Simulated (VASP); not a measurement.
# TaC (Fm-3m) in VASP: further runs

Aim: see how the results for TaC move with the level of theory and the settings. Levels: PBE+D3(BJ), revPBE+D3(BJ). Tasks: single point.

Everything below comes from runs of VASP 6.6.1. Logs are shortened: lines on timing, memory, paths and dates and some standing lists are left out, and cuts for length are marked.

### 1 The cell of the first run

It takes space group Fm-3m (No. 225, cubic). The conventional cell has a = 4.445 Å, b = 4.445 Å, c = 4.445 Å, α = 90.00°, β = 90.00°, γ = 90.00°. Within 2.9 Å of Ta (site symmetry m-3m) lie 6 C at 2.22 Å. Within 2.9 Å of C (site symmetry m-3m) lie 6 Ta at 2.22 Å.

### 2 Single point, PBE+D3(BJ)

File INCAR:

```
SYSTEM = TaC
PREC = Accurate ; ENCUT = 600
EDIFF = 1E-6 ; ISMEAR = -1
SIGMA = 0.1 ; LREAL = .FALSE.
LASPH = .TRUE. ; NELM = 120
ALGO = Normal ; ISIF = 2
LWAVE = .FALSE. ; LCHARG = .FALSE.
GGA = PE ; IVDW = 12
NBANDS = 14 ; GGA_COMPAT = .FALSE.
```

File KPOINTS:

```
regular mesh
0
G
  13 13 13
  0 0 0
```

File POSCAR:

```
TaC
1.0
    0.0000000000      2.2222575595      2.2222575595
    2.2222575595      0.0000000000      2.2222575595
    2.2222575595      2.2222575595      0.0000000000
Ta C
1 1
Direct
    0.0000000000      0.0000000000      0.0000000000
    0.5000000000      0.5000000000      0.5000000000
```

Potentials or basis: VASP PAW PBE potentials, release 64 (Ta_pv, C).

The run is started by

```console
$ cat potpaw_PBE.64/Ta_pv/POTCAR potpaw_PBE.64/C/POTCAR > POTCAR
$ mpirun -np 1 vasp_std > vasp.out
```

OUTCAR:

```text
SYSTEM = TaC
   PREC = Accurate
   ENCUT = 600
   EDIFF = 1E-6
   ISMEAR = -1
   LREAL = .FALSE.
   LASPH = .TRUE.
   NELM = 120
   ISIF = 2
   GGA = PE
   IVDW = 12
 IVDW          = 12

 ion  position               nearest neighbor table
   1  0.000  0.000  0.000-   2 2.22   2 2.22   2 2.22   2 2.22   2 2.22   2 2.22
   2  0.500  0.500  0.500-   1 2.22   1 2.22   1 2.22   1 2.22   1 2.22   1 2.22

  LATTYP: Found a face centered cubic cell.
 ALAT       =     4.4445151190

  Lattice vectors:

 A1 = (   0.0000000000,   2.2222575595,   2.2222575595)
 A2 = (   2.2222575595,   0.0000000000,   2.2222575595)
 A3 = (   2.2222575595,   2.2222575595,   0.0000000000)

Analysis of symmetry for initial positions (statically):
=====================================================================
 Subroutine PRICEL returns:
 Original cell was already a primitive cell.

 Routine SETGRP: Setting up the symmetry group for a
 face centered cubic supercell.

 Subroutine GETGRP returns: Found 48 space group operations
 (whereof 48 operations were pure point group operations)
 out of a pool of 48 trial point group operations.

The static configuration has the point symmetry O_h .

Analysis of symmetry for dynamics (positions and initial velocities):
=====================================================================
 Subroutine PRICEL returns:
 Original cell was already a primitive cell.

 Routine SETGRP: Setting up the symmetry group for a
 face centered cubic supercell.

 Subroutine GETGRP returns: Found 48 space group operations
 (whereof 48 operations were pure point group operations)
 out of a pool of 48 trial point group operations.

The dynamic configuration has the point symmetry O_h .

 Subroutine INISYM returns: Found 48 space group operations
 (whereof 48 operations are pure point group operations),
 and found     1 'primitive' translations

----------------------------------------------------------------------------------------

                                     Primitive cell

  volume of cell :      21.9489

  direct lattice vectors                    reciprocal lattice vectors
     0.000000000  2.222257560  2.222257560    -0.224996422  0.224996422  0.224996422
     2.222257560  0.000000000  2.222257560     0.224996422 -0.224996422  0.224996422
     2.222257560  2.222257560  0.000000000     0.224996422  0.224996422 -0.224996422

  length of vectors
     3.142746780  3.142746780  3.142746780     0.389705235  0.389705235  0.389705235

  position of ions in fractional coordinates (direct lattice)
     0.000000000  0.000000000  0.000000000
     0.500000000  0.500000000  0.500000000

  ion indices of the primitive-cell ions
   primitive index   ion index
                 1           1
                 2           2

----------------------------------------------------------------------------------------

 KPOINTS: regular mesh

Automatic generation of k-mesh.
 Grid dimensions read from file:
 generate k-points for:   13   13   13

 Generating k-lattice:

  Cartesian coordinates                     Fractional coordinates (reciprocal lattice)
    -0.017307417  0.017307417  0.017307417     0.076923077  0.000000000  0.000000000
     0.017307417 -0.017307417  0.017307417     0.000000000  0.076923077  0.000000000
     0.017307417  0.017307417 -0.017307417     0.000000000  0.000000000  0.076923077

  Length of vectors
     0.029977326  0.029977326  0.029977326

  Shift w.r.t. Gamma in fractional coordinates (k-lattice)
     0.000000000  0.000000000  0.000000000

 Subroutine IBZKPT returns following result:
 ===========================================

 Found     84 irreducible k-points:

 Following reciprocal coordinates:
            Coordinates               Weight
  0.000000  0.000000  0.000000      1.000000
  0.076923  0.000000  0.000000      8.000000
  0.153846  0.000000  0.000000      8.000000
  0.230769  0.000000  0.000000      8.000000
  0.307692  0.000000  0.000000      8.000000
  0.384615  0.000000  0.000000      8.000000
[... 16 lines left out ...]
  0.384615  0.153846  0.000000     24.000000
  0.461538  0.153846  0.000000     24.000000
 [... further k-points ...]
   k-points           NKPTS =     84   k-points in BZ     NKDIM =     84   number of bands    NBANDS=     14
   number of dos      NEDOS =    301   number of ions     NIONS =      2
   total plane-waves  NPLWV =  21952
   dimension x,y,z NGX =    28 NGY =   28 NGZ =   28
   dimension x,y,z NGXF=    56 NGYF=   56 NGZF=   56
   ions per type =               1   1
   NGX,Y,Z   is equivalent  to a cutoff of  14.81, 14.81, 14.81 a.u.
   NGXF,Y,Z  is equivalent  to a cutoff of  29.62, 29.62, 29.62 a.u.
 SYSTEM =  TaC
   PREC   = accura    normal or accurate (medium, high low for compatibility)
   ISTART =      0    job   : 0-new  1-cont  2-samecut
   ICHARG =      2    charge: 1-file 2-atom 10-const
   ISPIN  =      1    spin polarized calculation?
   LNONCOLLINEAR =      F non collinear calculations
   LSORBIT =      F    spin-orbit coupling
   LASPH  =      T    aspherical Exc in radial PAW
   ENCUT  =  600.0 eV  44.10 Ry    6.64 a.u.   6.28  6.28  6.28*2*pi/ulx,y,z
   NELM   =    120;   NELMIN=  2; NELMDL= -5     # of ELM steps
   EDIFF  = 0.1E-05   stopping-criterion for ELM
   LREAL  =      F    real-space projection
   EDIFFG = 0.1E-04   stopping-criterion for IOM
   NSW    =      0    number of steps for IOM
   IBRION =     -1    ionic relax: 0-MD 1-quasi-New 2-CG
   NFREE  =      0    steps in history (QN), initial steepest desc. (CG)
   ISIF   =      2    stress and relaxation
   ISYM   =      2    0-nonsym 1-usesym 2-fastsym
   POTIM  = 0.5000    time-step for ionic-motion
   TEBEG  =    0.0;   TEEND  =   0.0 temperature during run
   PSTRESS=    0.0 pullay stress
   NELECT =      15.0000    total number of electrons
   NUPDOWN=      -1.0000    fix difference up-down
   EMIN   =  10.00;   EMAX   =-10.00  energy-range for DOS
   EFERMI =   0.00;   METHOD = LEGACY
   ISMEAR =    -1;   SIGMA  =   0.10  broadening in eV -4-tet -1-fermi 0-gaus
   EFERMI_NEDOS =   21; number of points for ismear=-14 and -15
   IALGO  =     38    algorithm
   IMIX   =      4    mixing-type and parameters
     AMIX     =   0.40;   BMIX     =  1.00
     AMIX_MAG =   1.60;   BMIX_MAG =  1.00
  volume/ion in A,a.u.               =      10.97        74.06
  Fermi-wavevector in a.u.,A,eV,Ry     =   1.442008  2.724999 28.291760  2.079386
  Thomas-Fermi vector in A             =   2.560576
   LORBIT       =      0    0 simple, 1 ext, 2 COOP (PROOUT), +10 PAW based schemes
   GGA     = PE    functional components
   LHFCALC =     F    Hartree Fock is set to
   AEXX    =    0.0000 exact exchange contribution
   IVDW    =    12    specifies the selected vdW correction
   LEPSILON=     F    determine dielectric tensor
   LRPA    =     F    only Hartree local field effects (RPA)
 non-spin polarized calculation
  energy-cutoff  :      600.00
  volume of cell :       21.95
 maximum number of plane-waves:       748
 NGX is ok and might be reduce to    28
   NGX = 13   NGY = 13   NGZ = 13

 number of electron      14.9999999 magnetization

 Free energy of the ion-electron system (eV)
  ---------------------------------------------------
  ext. energy  EPLUGINS =         0.00000000
  ---------------------------------------------------
  free energy    TOTEN  =       -22.20420299 eV

  energy without entropy =      -22.18741257  energy(sigma->0) =      -22.19580778

 E-fermi :   8.4854     XC(G=0): -13.2407

 val. band max:        8.4614546788   @ k =   0.0769   0.0000   0.0000
 cond. band min:       8.5583288396   @ k =  -0.2308   0.0769   0.0000
 fundamental gap:      0.0968741608
 Fermi energy:         8.4854143333

 k-point     1 :       0.0000    0.0000    0.0000
  band No.  band energies     occupation
      1     -26.5784      2.00000
      2     -26.5784      2.00000
      3     -26.5784      2.00000
      4      -6.4006      2.00000
      5       7.1227      2.00000
      6       7.1227      2.00000
      7       7.1227      2.00000
      8       7.9850      1.98666
      9       7.9850      1.98666
     10       7.9850      1.98666
     11       9.1320      0.00311
     12       9.1320      0.00311
     13      15.1308      0.00000
     14      18.5268      0.00000

 k-point     2 :       0.0769    0.0000    0.0000
  band No.  band energies     occupation
      1     -26.6231      2.00000
      2     -26.5828      2.00000
      3     -26.5828      2.00000
      4      -6.2317      2.00000
      5       6.2945      2.00000
      6       6.6875      2.00000
      7       6.6875      2.00000
      8       7.6139      1.99967
      9       7.6139      1.99967
     10       8.4615      1.11923
     11      10.2736      0.00000
     12      10.2736      0.00000
     13      15.4538      0.00000
     14      18.9530      0.00000

 k-point     3 :       0.1538    0.0000    0.0000
  band No.  band energies     occupation
      1     -26.7450      2.00000
      2     -26.5952      2.00000
      3     -26.5952      2.00000
      4      -5.7451      2.00000
      5       4.9598      2.00000
      6       5.5637      2.00000
      7       5.5637      2.00000
      8       7.9858      1.98657
      9       7.9858      1.98657
     10       8.9406      0.02088
     11      12.0060      0.00000
     12      12.0060      0.00000
     13      16.2369      0.00000
     14      20.0740      0.00000
[... 324 lines left out ...]
 k-point    23 :       0.3846    0.1538    0.0000
  band No.  band energies     occupation
      1     -27.1178      2.00000
      2     -26.7039      2.00000
      3     -26.6959      2.00000
      4      -3.6519      2.00000
      5       1.6362      2.00000
      6       3.5960      2.00000
      7       4.2789      2.00000
      8       8.0318      1.97880
      9      11.0372      0.00000
     10      11.6539      0.00000
     11      14.3304      0.00000
     12      15.9709      0.00000
     13      18.5917      0.00000
     14      21.3003      0.00000

 k-point    24 :       0.4615    0.1538    0.0000
  band No.  band energies     occupation
      1     -27.2143      2.00000
      2     -26.7364      2.00000
      3     -26.6981      2.00000
      4      -2.9142      2.00000
      5       0.9044      2.00000
      6       3.2629      2.00000
      7       3.7110      2.00000
      8       8.9519      0.01866
      9      11.4756      0.00000
     10      12.1045      0.00000
     11      15.7441      0.00000
     12      15.8282      0.00000
     13      18.6484      0.00000
     14      20.8167      0.00000

 [... further k-points ...]

------------------------ aborting loop because EDIFF is reached ----------------------------------------

 Edisp (eV)   -0.92660

 E8    (eV) :    -0.4351

  FORCE on cell =-STRESS in cart. coord.  units (eV):
  Direction    XX          YY          ZZ          XY          YZ          ZX
  --------------------------------------------------------------------------------------
  -------------------------------------------------------------------------------------
  Total       0.09191     0.09191     0.09191     0.00000     0.00000     0.00000
  in kB       6.70875     6.70875     6.70875     0.00000     0.00000     0.00000
  external pressure =        6.71 kB  Pullay stress =        0.00 kB

 VOLUME and BASIS-vectors are now :
 -----------------------------------------------------------------------------
  energy-cutoff  :      600.00
  volume of cell :       21.95
      direct lattice vectors                 reciprocal lattice vectors
     0.000000000  2.222257560  2.222257560    -0.224996422  0.224996422  0.224996422
     2.222257560  0.000000000  2.222257560     0.224996422 -0.224996422  0.224996422
     2.222257560  2.222257560  0.000000000     0.224996422  0.224996422 -0.224996422

 POSITION                                       TOTAL-FORCE (eV/Angst)
 -----------------------------------------------------------------------------------
      0.00000      0.00000      0.00000         0.000000     -0.000000      0.000000
      2.22226      2.22226      2.22226        -0.000000      0.000000     -0.000000
 -----------------------------------------------------------------------------------
    total drift:                                0.000000      0.000000      0.000000

  FREE ENERGIE OF THE ION-ELECTRON SYSTEM (eV)
  ---------------------------------------------------
  free  energy   TOTEN  =       -23.1308005987 eV

  energy  without entropy=      -23.1140101769  energy(sigma->0) =      -23.12240539
```

Wall time 62 s (1 thread of Intel Xeon 8259CL, shared host); peak memory 0.19 GiB.

What came out:

```
Free energy                : -23.1308 eV
Pressure                   : 0.7 GPa
Band gap on the k mesh     : zero (an odd number of electrons rules out a gap without spin polarisation)
Dispersion energy per atom : -0.463 eV
```

Caveat: spin-orbit coupling is left out, which moves the levels of the heavy elements; an odd number of electrons without spin polarisation forces a metal; a magnetic or distorted state may lie lower.

### 3 Single point, revPBE+D3(BJ)

This run uses another cell than the first one, of 10.88 Å³/atom.

File INCAR:

```
SYSTEM = TaC
ALGO = Normal ; EDIFF = 1E-6
ENCUT = 600 ; GGA = RE
GGA_COMPAT = .FALSE. ; ISIF = 2
ISMEAR = -1 ; IVDW = 12
LASPH = .TRUE. ; LCHARG = .TRUE.
LELF = .TRUE. ; LREAL = .FALSE.
LVHAR = .TRUE. ; LWAVE = .FALSE.
NBANDS = 14 ; NELM = 120
PREC = Accurate ; SIGMA = 0.1
```

File KPOINTS:

```
k-points
0
G
  13 13 13
  0 0 0
```

File POSCAR:

```
TaC
1.0
    0.0000000000      2.2156573571      2.2156573571
    2.2156573571      0.0000000000      2.2156573571
    2.2156573571      2.2156573571      0.0000000000
Ta C
1 1
Direct
    0.0000000000      0.0000000000      0.0000000000
    0.5000000000      0.5000000000      0.5000000000
```

Potentials or basis: VASP PAW PBE potentials, release 64 (Ta_pv, C).

The run is started by

```console
$ cat potpaw_PBE.64/Ta_pv/POTCAR potpaw_PBE.64/C/POTCAR > POTCAR
$ mpirun -np 1 vasp_std > vasp.out
```

Wall time 61 s (1 thread of Intel Xeon 8259CL, shared host); peak memory 0.19 GiB.

The run converged. Its results:

```
Free energy                : -23.1024 eV
Pressure                   : 0.6 GPa
Band gap on the k mesh     : zero (an odd number of electrons rules out a gap without spin polarisation)
Dispersion energy per atom : -0.867 eV
```

Levels at points of the mesh, in eV from the Fermi level:
```csv
k point,band 4,band 5,band 6,band 7,band 8,band 9,band 10,band 11,band 12,band 13
"(0.00, 0.00, 0.00)",-14.99,-1.38,-1.38,-1.38,-0.51,-0.51,-0.51,0.65,0.65,6.73
```

Caveat: the PAW data sets were made with another functional, which shifts forces and pressure a little; spin-orbit coupling is left out, which moves the levels of the heavy elements; an odd number of electrons without spin polarisation forces a metal; a magnetic or distorted state may lie lower.

The gap in the log of VASP goes by the Fermi energy; the results here count the filled bands.